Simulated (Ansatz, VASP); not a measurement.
# SnSe: VASP beside Ansatz

The input POSCAR:

```
SnSe
1.0
    0.0000000000      2.8820286276      3.0303281388
    2.8820286276      0.0000000000      3.0303281388
    2.8820286276      2.8820286276      0.0000000000
Sn Se
1 1
Direct
    0.0000000000      0.0000000000      0.0000000000
    0.5000000000      0.5000000000      0.5000000000
```

INCAR.step1

```
SYSTEM = SnSe
  ALGO = Normal
  EDIFF = 1E-5
  ENCUT = 550
  GGA = PE
  GGA_COMPAT = .FALSE.
  ISMEAR = -1
  LASPH = .TRUE.
  LCHARG = .FALSE.
  LREAL = .FALSE.
  LWAVE = .TRUE.
  NBANDS = 17
  NELM = 120
  PREC = Accurate
  SIGMA = 0.02
```

The input INCAR.step2:

```
SYSTEM = SnSe
  ALGO = Normal
  EDIFF = 1E-6
  ENCUT = 550
  GGA_COMPAT = .FALSE.
  ISIF = 2
  ISMEAR = -1
  ISTART = 1
  LASPH = .TRUE.
  LCHARG = .FALSE.
  LMIXTAU = .TRUE.
  LREAL = .FALSE.
  LWAVE = .FALSE.
  METAGGA = R2SCAN
  NBANDS = 17
  NELM = 120
  PREC = Accurate
  SIGMA = 0.02
```

Contents of KPOINTS:

```
k-points
0
G
  8 8 8
  0 0 0
```

Input for Ansatz:

```yaml
crystal:
  lattice:
    - [0.0, 2.8820286276, 3.0303281388]
    - [2.8820286276, 0.0, 3.0303281388]
    - [2.8820286276, 2.8820286276, 0.0]
  atoms:
    - { symbol: Sn, position: [0.0, 0.0, 0.0] }
    - { symbol: Se, position: [0.5, 0.5, 0.5] }
kpoints:
  mp_grid: { grid: [8, 8, 8] }
  band_path:
    path:
      - [0.0, 0.0, 0.0]
      - [0.5, 0.0, 0.5]
      - [0.625, 0.25, 0.625]
      - [0.375, 0.375, 0.75]
      - [0.5, 0.5, 0.5]
      - [0.5, 0.25, 0.75]
      - [0.5, 0.475, 0.525]
      - [0.209635, 0.209635, 0.419271]
      - [-0.04069, 0.031291, 0.486003]
    npoints: 1
hamiltonian:
  xc: r2scan
scf:
  occupations: { method: fermi_dirac, width: 0.02 }
  n_extra_bands: 4
output:
  forces: true
  stress: true
  eigenvalues: true
```

Change from the starting cell: epitaxial_xy strain -4.0%.

Alike in both runs: task single point; functional r2SCAN; k mesh 8 × 8 × 8; occupations fermi-dirac, width 0.02 eV; no spin polarisation.

|  | VASP | Ansatz |
| --- | --- | --- |
| version | VASP 6.6.1 | Ansatz 0.2.0 |
| potentials or method | VASP PAW PBE potentials, release 64 (Sn_d, Se) | plane waves, PAW |
| plane-wave cutoff (eV) | 550 | 500 |
| valence electrons in the cell | 20 | 30 |

Ansatz gave:

```
pressure (GPa)                                                : 5.3
traceless stress, the component that is largest in VASP (GPa) : -5.28
```

Question: Which values does VASP return?

Answer: Pressure (GPa): 5.3; traceless stress, the component that is largest in VASP (GPa): -5.30.

VASP's potentials were made for PBE, not for r2SCAN. VASP's potentials hold 20 valence electrons a cell and Ansatz's 30, so a difference there can come from the potentials and not from the codes.
